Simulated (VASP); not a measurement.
# HfN in VASP: further runs, part 2 of 2

VASP 6.6.1. Earlier steps stand in the parts before.

**3. Single point, PBE+D3(BJ)**

This run uses another cell than the first one.

File INCAR:

```
PREC     = Accurate       # precision mode
ENCUT    = 520            # plane-wave cutoff, eV
EDIFF    = 1E-6           # SCF threshold, eV
ISMEAR   = 0              # smearing method
SIGMA    = 0.1            # smearing width, eV
LREAL    = Auto         
LASPH    = True           # aspherical terms in the spheres
NELM     = 80             # most SCF steps
ALGO     = Normal         # electronic algorithm
ISIF     = 2              # what is computed and relaxed
LWAVE    = False          # write WAVECAR
LCHARG   = False          # write CHGCAR
LDIPOL   = True         
IDIPOL   = 3            
DIPOL    = 0.5 0.5 0.454
GGA      = PE             # functional
IVDW     = 12             # dispersion correction
NBANDS   = 108            # bands
```

File KPOINTS:

```
regular mesh
0
Gamma
  3 3 1
```

File POSCAR:

```
HfN
1.0
    6.3878118647      0.0000000000      0.0000000000
    0.0000000000      6.3878118647      0.0000000000
    0.0000000000      0.0000000000     22.5168650865
Hf N
12 12
Direct
    0.2500000000      0.2500000000      0.3552892452
    0.2500000000      0.7500000000      0.3552892452
    0.7500000000      0.2500000000      0.3552892452
    0.7500000000      0.7500000000      0.3552892452
    0.4996635602      0.4975024638      0.4542954971
    0.4996555892      0.0024647588      0.4542920640
    0.0014886992      0.4987612738      0.4545712722
    0.0014931146      0.0012330555      0.4545677099
    0.7514060098      0.7499644564      0.5486190175
    0.7532668932      0.2499666768      0.5558989853
    0.2516895954      0.7499882031      0.5492265561
    0.2526219712      0.2499707718      0.5562408780
    0.5000000000      0.5000000000      0.3552892452
    0.5000000000      0.0000000000      0.3552892452
    0.0000000000      0.5000000000      0.3552892452
    0.0000000000      0.0000000000      0.3552892452
    0.7500107111      0.7499986947      0.4523474692
    0.7512296174      0.2500070528      0.4524800481
    0.2513838585      0.7499941219      0.4526448376
    0.2497925565      0.2500112183      0.4527281829
    0.0010705088     -0.0017272186      0.5567732929
    0.0010772478      0.5015983039      0.5567779004
    0.5023554240     -0.0035205553      0.5551462842
    0.5023579357      0.5034349501      0.5551637727
```

Potentials or basis: VASP PAW PBE potentials, release 64 (Hf_pv, N).

On the command line:

```
cat potpaw_PBE.64/Hf_pv/POTCAR potpaw_PBE.64/N/POTCAR > POTCAR
mpirun -np 1 vasp_std > vasp.out
```

OUTCAR:

```text
PREC = Accurate
   ENCUT = 520
   EDIFF = 1E-6
   ISMEAR = 0
   LREAL = Auto
   LASPH = True
   NELM = 80
   ISIF = 2
   GGA = PE
   IVDW = 12
 IVDW          = 12

 ion  position               nearest neighbor table
   1  0.250  0.250  0.355-  20 2.19  14 2.26  15 2.26  16 2.26  13 2.26   5 3.16   6 3.16   8 3.17
                             7 3.17   3 3.19   2 3.19   2 3.19   3 3.19
   2  0.250  0.750  0.355-  19 2.19  14 2.26  15 2.26  16 2.26  13 2.26   8 3.18   7 3.18   6 3.18
                             5 3.18   4 3.19   1 3.19   1 3.19   4 3.19
   3  0.750  0.250  0.355-  18 2.19  14 2.26  15 2.26  16 2.26  13 2.26   5 3.17   6 3.17   8 3.18
                             7 3.18   4 3.19   1 3.19   4 3.19   1 3.19
   4  0.750  0.750  0.355-  17 2.19  14 2.26  15 2.26  16 2.26  13 2.26   6 3.18   5 3.18   8 3.19
                             7 3.19   3 3.19   2 3.19   3 3.19   2 3.19
   5  0.500  0.498  0.454-  13 2.23  20 2.25  18 2.25  19 2.26  24 2.27  17 2.27  11 3.11   9 3.11
                             6 3.16   1 3.16   3 3.17   2 3.18   7 3.18   4 3.18  12 3.20   7 3.21
   6  0.500  0.002  0.454-  14 2.23  20 2.25  18 2.25  19 2.26  23 2.27  17 2.27  11 3.11   9 3.11
                             5 3.16   1 3.16   3 3.17   2 3.18   8 3.18   4 3.18  12 3.20   8 3.21
   7  0.001  0.499  0.455-  15 2.24  20 2.25  18 2.25  19 2.26  17 2.27  22 2.30   9 3.10  11 3.11
                             1 3.17   2 3.18   8 3.18   3 3.18   5 3.18   4 3.19  10 3.20   5 3.21
   8  0.001  0.001  0.455-  16 2.24  20 2.25  18 2.25  19 2.26  17 2.27  21 2.30   9 3.10  11 3.11
                             1 3.17   2 3.18   7 3.18   3 3.18   6 3.18   4 3.19  10 3.20   6 3.21
   9  0.751  0.750  0.549-  17 2.17  23 2.24  24 2.24  21 2.26  22 2.26   7 3.10   8 3.10   5 3.11
[... 5 lines left out ...]
  12  0.253  0.250  0.556-  22 2.27  24 2.27  21 2.27  23 2.27  20 2.33  10 3.19  11 3.20  11 3.20
                            10 3.20   6 3.20   5 3.20   8 3.22   7 3.22
  13  0.500  0.500  0.355-   5 2.23   2 2.26   3 2.26   4 2.26   1 2.26
  14  0.500  0.000  0.355-   6 2.23   2 2.26   3 2.26   4 2.26   1 2.26
  15  0.000  0.500  0.355-   7 2.24   2 2.26   3 2.26   4 2.26   1 2.26
  16  0.000  0.000  0.355-   8 2.24   2 2.26   3 2.26   4 2.26   1 2.26
  17  0.750  0.750  0.452-   9 2.17   4 2.19   7 2.27   8 2.27   6 2.27   5 2.27
  18  0.751  0.250  0.452-   3 2.19   7 2.25   8 2.25   5 2.25   6 2.25  10 2.33
  19  0.251  0.750  0.453-  11 2.17   2 2.19   6 2.26   5 2.26   7 2.26   8 2.26
  20  0.250  0.250  0.453-   1 2.19   7 2.25   8 2.25   5 2.25   6 2.25  12 2.33
  21  0.001  0.998  0.557-  10 2.26   9 2.26  11 2.26  12 2.27   8 2.30
  22  0.001  0.502  0.557-  10 2.26   9 2.26  11 2.26  12 2.27   7 2.30
  23  0.502  0.996  0.555-   9 2.24  11 2.25   6 2.27  12 2.27  10 2.28
  24  0.502  0.503  0.555-   9 2.24  11 2.25   5 2.27  12 2.27  10 2.28

  LATTYP: Found a simple tetragonal cell.
 ALAT       =     6.3878118647
 C/A-ratio  =     3.5249731150

  Lattice vectors:

 A1 = (   6.3878118647,   0.0000000000,   0.0000000000)
 A2 = (   0.0000000000,   6.3878118647,   0.0000000000)
 A3 = (   0.0000000000,   0.0000000000,  22.5168650865)

Analysis of symmetry for initial positions (statically):
=====================================================================
 Subroutine PRICEL returns:
 Original cell was already a primitive cell.

 Routine SETGRP: Setting up the symmetry group for a
 simple tetragonal supercell.

 Subroutine GETGRP returns: Found  1 space group operations
 (whereof  1 operations were pure point group operations)
 out of a pool of 16 trial point group operations.

The static configuration has the point symmetry C_1 .

Analysis of symmetry for dynamics (positions and initial velocities):
=====================================================================
 Subroutine PRICEL returns:
 Original cell was already a primitive cell.

 Routine SETGRP: Setting up the symmetry group for a
 simple tetragonal supercell.

[... 124 lines left out ...]
   LSORBIT =      F    spin-orbit coupling
   LASPH  =      T    aspherical Exc in radial PAW
   ENCUT  =  520.0 eV  38.22 Ry    6.18 a.u.  11.88 11.88 41.87*2*pi/ulx,y,z
   NELM   =     80;   NELMIN=  2; NELMDL= -5     # of ELM steps
   EDIFF  = 0.1E-05   stopping-criterion for ELM
   LREAL  =      T    real-space projection
   EDIFFG = 0.1E-04   stopping-criterion for IOM
   NSW    =      0    number of steps for IOM
   IBRION =     -1    ionic relax: 0-MD 1-quasi-New 2-CG
   NFREE  =      0    steps in history (QN), initial steepest desc. (CG)
   ISIF   =      2    stress and relaxation
   ISYM   =      2    0-nonsym 1-usesym 2-fastsym
   POTIM  = 0.5000    time-step for ionic-motion
   TEBEG  =    0.0;   TEEND  =   0.0 temperature during run
   PSTRESS=    0.0 pullay stress
   NELECT =     180.0000    total number of electrons
   NUPDOWN=      -1.0000    fix difference up-down
   EMIN   =  10.00;   EMAX   =-10.00  energy-range for DOS
   EFERMI =   0.00;   METHOD = LEGACY
   ISMEAR =     0;   SIGMA  =   0.10  broadening in eV -4-tet -1-fermi 0-gaus
   EFERMI_NEDOS =   21; number of points for ismear=-14 and -15
   IALGO  =     38    algorithm
   IMIX   =      4    mixing-type and parameters
     AMIX     =   0.40;   BMIX     =  1.00
     AMIX_MAG =   1.60;   BMIX_MAG =  1.00
  volume/ion in A,a.u.               =      38.28       258.34
  Fermi-wavevector in a.u.,A,eV,Ry     =   0.950813  1.796775 12.300275  0.904045
  Thomas-Fermi vector in A             =   2.079224
   LORBIT       =      0    0 simple, 1 ext, 2 COOP (PROOUT), +10 PAW based schemes
   GGA     = PE    functional components
   LHFCALC =     F    Hartree Fock is set to
   AEXX    =    0.0000 exact exchange contribution
   IVDW    =    12    specifies the selected vdW correction
   LEPSILON=     F    determine dielectric tensor
   LRPA    =     F    only Hartree local field effects (RPA)
 non-spin polarized calculation
 Gauss-broadening in eV      SIGMA  =   0.10
  energy-cutoff  :      520.00
  volume of cell :      918.78
 maximum number of plane-waves:     24755
   NGX = 23   NGY = 23   NGZ = 83

 dipolmoment           0.000000      0.000000      0.000889 electrons x Angstroem

 number of electron     179.9999973 magnetization

 dipolmoment           0.000000      0.000000     -0.017416 electrons x Angstroem

 Free energy of the ion-electron system (eV)
  ---------------------------------------------------
  ext. energy  EPLUGINS =         0.00000000
  ---------------------------------------------------
  free energy    TOTEN  =      -253.04031489 eV

  energy without entropy =     -253.01223434  energy(sigma->0) =     -253.02627461

 E-fermi :   0.6091     XC(G=0):  -4.8317

 val. band max:        0.5309542642   @ k =   0.3333   0.3333   0.0000
 cond. band min:       0.6863465973   @ k =  -0.3333   0.3333   0.0000
 fundamental gap:      0.1553923331
 Fermi energy:         0.6091347866

 k-point     1 :       0.0000    0.0000    0.0000
  band No.  band energies     occupation
      1     -31.5538      2.00000
      2     -31.5504      2.00000
      3     -31.5031      2.00000
      4     -31.4964      2.00000
      5     -31.4740      2.00000
      6     -31.4214      2.00000
[... 514 lines left out ...]
    101       2.1243      0.00000
    102       2.1538      0.00000
 [bands above 102 left out]

------------------------ aborting loop because EDIFF is reached ----------------------------------------

 vacuum level on the upper side and lower side of the slab       (xc-potential included)        -0.216        -0.144

 Edisp (eV)   -6.03102

 E8    (eV) :    -2.9206

  FORCE on cell =-STRESS in cart. coord.  units (eV):
  Direction    XX          YY          ZZ          XY          YZ          ZX
  --------------------------------------------------------------------------------------
  -------------------------------------------------------------------------------------
  Total     -23.91775   -23.77914    -4.89166     0.00013     0.00863    -0.39348
  in kB     -41.70794   -41.46623    -8.53011     0.00022     0.01504    -0.68615
  external pressure =      -30.57 kB  Pullay stress =        0.00 kB

 VOLUME and BASIS-vectors are now :
 -----------------------------------------------------------------------------
  energy-cutoff  :      520.00
  volume of cell :      918.78
      direct lattice vectors                 reciprocal lattice vectors
     6.387811865  0.000000000  0.000000000     0.156548130  0.000000000  0.000000000
     0.000000000  6.387811865  0.000000000     0.000000000  0.156548130  0.000000000
     0.000000000  0.000000000 22.516865087     0.000000000  0.000000000  0.044411156

 POSITION                                       TOTAL-FORCE (eV/Angst)
 -----------------------------------------------------------------------------------
      1.59695      1.59695      8.00000        -0.003418      0.000210      1.194405
      1.59695      4.79086      8.00000         0.008095     -0.000159      1.451269
      4.79086      1.59695      8.00000         0.007535      0.000131      1.211528
      4.79086      4.79086      8.00000        -0.001859     -0.000090      1.450395
      3.19176      3.17795     10.22931         0.070713     -0.014226      0.078802
      3.19171      0.01574     10.22923         0.071351      0.016161      0.079080
[... 16 lines left out ...]
      3.20895      6.36532     12.50015        -0.034558      0.288321      0.780752
      3.20897      3.21585     12.50055        -0.034958     -0.286801      0.778073
 -----------------------------------------------------------------------------------
    total drift:                                0.001201      0.000406     -0.003922

  FREE ENERGIE OF THE ION-ELECTRON SYSTEM (eV)
  ---------------------------------------------------
  free  energy   TOTEN  =      -259.0713318293 eV

  energy  without entropy=     -259.0432512820  energy(sigma->0) =     -259.05729156

 vacuum level on the upper side and lower side of the slab         3.258         3.332
```

Run time: 32 min. Hardware: 1 thread of AMD EPYC 7R43 (Zen 3), shared host; peak memory 0.86 GiB.

What came out:

```
Free energy                : -259.0713 eV
Largest force              : 1.895 eV/Å
Band gap on the k mesh     : 0.16 eV
Dispersion energy per atom : -0.251 eV
```

Forces on the atoms (eV/Å):
```
Hf  -0.003  0.000  1.194
Hf   0.008  0.000  1.451
Hf   0.008  0.000  1.212
Hf  -0.002  0.000  1.450
Hf   0.071 -0.014  0.079
Hf   0.071  0.016  0.079
Hf  -0.044 -0.086  0.073
Hf  -0.045  0.086  0.074
Hf   0.040 -0.001 -0.175
Hf  -0.028  0.000 -1.861
Hf  -0.083 -0.003 -0.311
Hf  -0.091  0.000 -1.893
N    0.022  0.009 -1.230
N    0.022 -0.009 -1.231
N   -0.003  0.002 -1.160
N   -0.003 -0.002 -1.160
N    0.020 -0.001 -0.110
N   -0.023 -0.002  0.471
N   -0.029  0.000 -0.110
N    0.058 -0.002  0.459
N    0.052  0.188  0.570
N    0.052 -0.183  0.569
N   -0.035  0.288  0.781
N   -0.035 -0.287  0.778
```

Caveat: semilocal functionals underestimate gaps, and a narrow one can read as zero; spin-orbit coupling is left out, which moves the levels of the heavy elements.
